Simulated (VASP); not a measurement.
# BN (Cm) in VASP: further runs, part 2 of 3

VASP 6.6.1.

## Step 3: Single point, PBE+D3(BJ) (atom 1 (B) moved by -0.480 Å along [1 2 0] and -0.480 Å along [0 0 1])

Input file INCAR:

```
ALGO = Normal
EDIFF = 1E-6
ENCUT = 520
GGA = PE
ISIF = 2
ISMEAR = 0
IVDW = 12
LASPH = T
LCHARG = F
LREAL = F
LWAVE = F
NBANDS = 16
NELM = 100
PREC = Accurate
SIGMA = 0.05
```

Input file KPOINTS:

```
k-points
0
Gamma
  12 12 4
```

Input file POSCAR:

```
BN
1.0
    2.5061233057      0.0000000000      0.0000000000
   -1.2530616528      2.1703664477      0.0000000000
    0.0000000000      0.0000000000      6.5973571420
B N
2 2
Direct
   -0.1105804046     -0.2211608093      0.4272435932
    0.3333333333      0.6666666667      0.0000000000
    0.0000000000      0.0000000000      0.0000000000
    0.6666666667      0.3333333333      0.5000000000
```

Potentials or basis: VASP PAW PBE potentials, release 64 (B, N).

Command:

```bash
> cat potpaw_PBE.64/B/POTCAR potpaw_PBE.64/N/POTCAR > POTCAR
> mpirun -np 1 vasp_std > vasp.out
```

OUTCAR:

```text
EDIFF = 1E-6
   ENCUT = 520
   GGA = PE
   ISIF = 2
   ISMEAR = 0
   IVDW = 12
   LASPH = T
   LREAL = F
   NELM = 100
   PREC = Accurate
 IVDW          = 12

 ion  position               nearest neighbor table
   1  0.889  0.779  0.427-   4 1.08   4 1.80   4 1.80
   2  0.333  0.667  0.000-   3 1.45   3 1.45   3 1.45
   3  0.000  0.000  0.000-   2 1.45   2 1.45   2 1.45
   4  0.667  0.333  0.500-   1 1.08   1 1.80   1 1.80

  LATTYP: Found a hexagonal cell.
 ALAT       =     2.5061233057
 C/A-ratio  =     2.6324950281

  Lattice vectors:

 A1 = (   2.5061233057,   0.0000000000,   0.0000000000)
 A2 = (  -1.2530616528,   2.1703664477,   0.0000000000)
 A3 = (   0.0000000000,   0.0000000000,   6.5973571420)

Analysis of symmetry for initial positions (statically):
=====================================================================
 Subroutine PRICEL returns:
 Original cell was already a primitive cell.

 Routine SETGRP: Setting up the symmetry group for a
 hexagonal supercell.

 Subroutine GETGRP returns: Found  2 space group operations
 (whereof  2 operations were pure point group operations)
 out of a pool of 24 trial point group operations.

The static configuration has the point symmetry C_1h.

Analysis of symmetry for dynamics (positions and initial velocities):
=====================================================================
 Subroutine PRICEL returns:
 Original cell was already a primitive cell.

 Routine SETGRP: Setting up the symmetry group for a
 hexagonal supercell.

 Subroutine GETGRP returns: Found  2 space group operations
 (whereof  2 operations were pure point group operations)
 out of a pool of 24 trial point group operations.

The dynamic configuration has the point symmetry C_1h.

 Subroutine INISYM returns: Found  2 space group operations
 (whereof  2 operations are pure point group operations),
 and found     1 'primitive' translations

----------------------------------------------------------------------------------------

                                     Primitive cell

  volume of cell :      35.8844

  direct lattice vectors                    reciprocal lattice vectors
     2.506123306  0.000000000  0.000000000     0.399022665  0.230375843  0.000000000
    -1.253061653  2.170366448  0.000000000     0.000000000  0.460751686  0.000000000
     0.000000000  0.000000000  6.597357142     0.000000000  0.000000000  0.151575847

  length of vectors
     2.506123306  2.506123306  6.597357142     0.460751686  0.460751686  0.151575847

  position of ions in fractional coordinates (direct lattice)
     0.889419595  0.778839191  0.427243593
     0.333333333  0.666666667  0.000000000
     0.000000000  0.000000000  0.000000000
     0.666666667  0.333333333  0.500000000

  ion indices of the primitive-cell ions
   primitive index   ion index
                 1           1
                 2           2
                 3           3
                 4           4

----------------------------------------------------------------------------------------

 KPOINTS: k-points

Automatic generation of k-mesh.
 Grid dimensions read from file:
 generate k-points for:   12   12    4

 Generating k-lattice:

  Cartesian coordinates                     Fractional coordinates (reciprocal lattice)
     0.033251889  0.019197987  0.000000000     0.083333333 -0.000000000  0.000000000
     0.000000000  0.038395974  0.000000000     0.000000000  0.083333333  0.000000000
     0.000000000  0.000000000  0.037893962     0.000000000  0.000000000  0.250000000

  Length of vectors
     0.038395974  0.038395974  0.037893962

  Shift w.r.t. Gamma in fractional coordinates (k-lattice)
     0.000000000  0.000000000  0.000000000

 Subroutine IBZKPT returns following result:
 ===========================================

 Found    164 irreducible k-points:

 Following reciprocal coordinates:
            Coordinates               Weight
  0.000000  0.000000  0.000000      1.000000
  0.083333  0.000000  0.000000      4.000000
  0.000000  0.083333  0.000000      2.000000
  0.166667  0.000000  0.000000      4.000000
  0.000000  0.166667  0.000000      2.000000
  0.250000  0.000000  0.000000      4.000000
[... 16 lines left out ...]
 -0.083333  0.416667  0.000000      4.000000
 -0.416667  0.333333  0.000000      4.000000
 [... further k-points ...]
   k-points           NKPTS =    164   k-points in BZ     NKDIM =    164   number of bands    NBANDS=     16
   number of dos      NEDOS =    301   number of ions     NIONS =      4
   total plane-waves  NPLWV =  20000
   dimension x,y,z NGX =    20 NGY =   20 NGZ =   50
   dimension x,y,z NGXF=    40 NGYF=   40 NGZF=  100
   ions per type =               2   2
   NGX,Y,Z   is equivalent  to a cutoff of  13.27, 13.27, 12.60 a.u.
   NGXF,Y,Z  is equivalent  to a cutoff of  26.53, 26.53, 25.20 a.u.
 SYSTEM =  unknown system
   PREC   = accura    normal or accurate (medium, high low for compatibility)
   ISTART =      0    job   : 0-new  1-cont  2-samecut
   ICHARG =      2    charge: 1-file 2-atom 10-const
   ISPIN  =      1    spin polarized calculation?
   LNONCOLLINEAR =      F non collinear calculations
   LSORBIT =      F    spin-orbit coupling
   LASPH  =      T    aspherical Exc in radial PAW
   ENCUT  =  520.0 eV  38.22 Ry    6.18 a.u.   4.66  4.66 12.27*2*pi/ulx,y,z
   NELM   =    100;   NELMIN=  2; NELMDL= -5     # of ELM steps
   EDIFF  = 0.1E-05   stopping-criterion for ELM
   LREAL  =      F    real-space projection
   EDIFFG = 0.1E-04   stopping-criterion for IOM
   NSW    =      0    number of steps for IOM
   IBRION =     -1    ionic relax: 0-MD 1-quasi-New 2-CG
   NFREE  =      0    steps in history (QN), initial steepest desc. (CG)
   ISIF   =      2    stress and relaxation
   ISYM   =      2    0-nonsym 1-usesym 2-fastsym
   POTIM  = 0.5000    time-step for ionic-motion
   TEBEG  =    0.0;   TEEND  =   0.0 temperature during run
   PSTRESS=    0.0 pullay stress
   NELECT =      16.0000    total number of electrons
   NUPDOWN=      -1.0000    fix difference up-down
   EMIN   =  10.00;   EMAX   =-10.00  energy-range for DOS
   EFERMI =   0.00;   METHOD = LEGACY
   ISMEAR =     0;   SIGMA  =   0.05  broadening in eV -4-tet -1-fermi 0-gaus
   EFERMI_NEDOS =   21; number of points for ismear=-14 and -15
   IALGO  =     38    algorithm
   IMIX   =      4    mixing-type and parameters
     AMIX     =   0.40;   BMIX     =  1.00
     AMIX_MAG =   1.60;   BMIX_MAG =  1.00
  volume/ion in A,a.u.               =       8.97        60.54
  Fermi-wavevector in a.u.,A,eV,Ry     =   1.250680  2.363443 21.282251  1.564201
  Thomas-Fermi vector in A             =   2.384663
   LORBIT       =      0    0 simple, 1 ext, 2 COOP (PROOUT), +10 PAW based schemes
   GGA     = PE    functional components
   LHFCALC =     F    Hartree Fock is set to
   AEXX    =    0.0000 exact exchange contribution
   IVDW    =    12    specifies the selected vdW correction
   LEPSILON=     F    determine dielectric tensor
   LRPA    =     F    only Hartree local field effects (RPA)
 non-spin polarized calculation
 Gauss-broadening in eV      SIGMA  =   0.05
  energy-cutoff  :      520.00
  volume of cell :       35.88
 maximum number of plane-waves:       985
   NGX =  9   NGY =  9   NGZ = 25

 number of electron      15.9999998 magnetization

 Free energy of the ion-electron system (eV)
  ---------------------------------------------------
  ext. energy  EPLUGINS =         0.00000000
  ---------------------------------------------------
  free energy    TOTEN  =       -28.46934977 eV

  energy without entropy =      -28.46934977  energy(sigma->0) =      -28.46934977

 E-fermi :   4.7737     XC(G=0): -10.1613

 val. band max:        4.5917098831   @ k =   0.0000   0.0000   0.2500
 cond. band min:       4.9462270887   @ k =   0.0000   0.5000   0.5000
 fundamental gap:      0.3545172056
 Fermi energy:         4.7736667038

 k-point     1 :       0.0000    0.0000    0.0000
  band No.  band energies     occupation
      1     -16.0757      2.00000
      2     -14.6548      2.00000
      3      -4.4466      2.00000
      4      -1.5964      2.00000
      5      -0.2977      2.00000
      6       0.2573      2.00000
[... 433 lines left out ...]
      3      -6.0037      2.00000
      4      -4.0543      2.00000
      5      -2.5926      2.00000
      6      -0.9622      2.00000
[... 8 lines left out ...]
     15      18.0513      0.00000
     16      18.7392      0.00000

 [... further k-points ...]

------------------------ aborting loop because EDIFF is reached ----------------------------------------

 Edisp (eV)   -0.57487

 E8    (eV) :    -0.1690

  FORCE on cell =-STRESS in cart. coord.  units (eV):
  Direction    XX          YY          ZZ          XY          YZ          ZX
  --------------------------------------------------------------------------------------
  -------------------------------------------------------------------------------------
  Total       2.12995    23.59193     2.89104     0.00000   -14.35129    -0.00000
  in kB      95.09885  1053.33991   129.07985     0.00000  -640.76100    -0.00000
  external pressure =      425.84 kB  Pullay stress =        0.00 kB

 VOLUME and BASIS-vectors are now :
 -----------------------------------------------------------------------------
  energy-cutoff  :      520.00
  volume of cell :       35.88
      direct lattice vectors                 reciprocal lattice vectors
     2.506123306  0.000000000  0.000000000     0.399022665  0.230375843  0.000000000
    -1.253061653  2.170366448  0.000000000     0.000000000  0.460751686  0.000000000
     0.000000000  0.000000000  6.597357142     0.000000000  0.000000000  0.151575847

 POSITION                                       TOTAL-FORCE (eV/Angst)
 -----------------------------------------------------------------------------------
      1.25306      1.69037      2.81868         0.000000     30.199525     -6.778730
     -0.00000      1.44691      0.00000        -0.000000     -0.001112     -0.384875
      0.00000      0.00000      0.00000        -0.000000     -0.037212      0.306146
      1.25306      0.72346      3.29868        -0.000000    -30.161200      6.857459
 -----------------------------------------------------------------------------------
    total drift:                               -0.000001      0.000295      0.000353

  FREE ENERGIE OF THE ION-ELECTRON SYSTEM (eV)
  ---------------------------------------------------
  free  energy   TOTEN  =       -29.0442240185 eV

  energy  without entropy=      -29.0442240179  energy(sigma->0) =      -29.04422402
```

OSZICAR:

```text
N       E                     dE             d eps       ncg     rms          rms(c)
DAV:   1     0.481252218891E+02    0.48125E+02   -0.77431E+03  5256   0.925E+02
DAV:   2    -0.310791899205E+02   -0.79204E+02   -0.71060E+02  7240   0.214E+02
DAV:   3    -0.340666974177E+02   -0.29875E+01   -0.29743E+01  6416   0.407E+01
DAV:   4    -0.340821346297E+02   -0.15437E-01   -0.15436E-01  6616   0.331E+00
DAV:   5    -0.340822509025E+02   -0.11627E-03   -0.11627E-03  6488   0.271E-01    0.140E+01
DAV:   6    -0.290243707876E+02    0.50579E+01   -0.74017E+00  6944   0.230E+01    0.596E+00
DAV:   7    -0.285893583097E+02    0.43501E+00   -0.94663E-01  6432   0.785E+00    0.355E+00
DAV:   8    -0.284673785868E+02    0.12198E+00   -0.30487E-01  7000   0.431E+00    0.989E-01
DAV:   9    -0.284691877673E+02   -0.18092E-02   -0.25777E-02  5608   0.127E+00    0.348E-01
DAV:  10    -0.284691841638E+02    0.36035E-05   -0.24873E-03  6784   0.397E-01    0.852E-02
DAV:  11    -0.284693111702E+02   -0.12701E-03   -0.29901E-04  7344   0.169E-01    0.427E-02
DAV:  12    -0.284693406822E+02   -0.29512E-04   -0.58246E-05  7200   0.583E-02    0.177E-02
DAV:  13    -0.284693491167E+02   -0.84345E-05   -0.11070E-05  6840   0.264E-02    0.470E-03
DAV:  14    -0.284693497738E+02   -0.65711E-06   -0.10753E-06  6168   0.904E-03
   1 F= -.29044224E+02 E0= -.29044224E+02  d E =-.674904E-09
```

It took 83 s on 1 thread of AMD EPYC 9R45 (Zen 5), shared host; peak memory 0.18 GiB.

What came out:

```yaml
Free_energy: -29.0442 eV
Pressure: 42.6 GPa
Largest_force: 30.951 eV/Å
Band_gap_on_the_k_mesh: 0.35 eV, indirect (least direct gap 1.53 eV)
Dispersion_energy_per_atom: -0.144 eV
```

Forces on the atoms (eV/Å):
```
B     0.000  30.200  -6.779
B     0.000  -0.001  -0.385
N     0.000  -0.037   0.306
N     0.000 -30.161   6.857
```

Stress tensor (GPa, compression positive):
```
  9.51   0.00   0.00
  0.00 105.33 -64.08
  0.00 -64.08  12.91
```

Caveat: the cell differs from its parent crystal (atom 1 (B) moved by -0.480 Å along [1 2 0] and -0.480 Å along [0 0 1]); forces of over 1 eV/Å act on the atoms, so gaps and moduli don't describe the material at rest.

(Continued in part 3 of 3.)
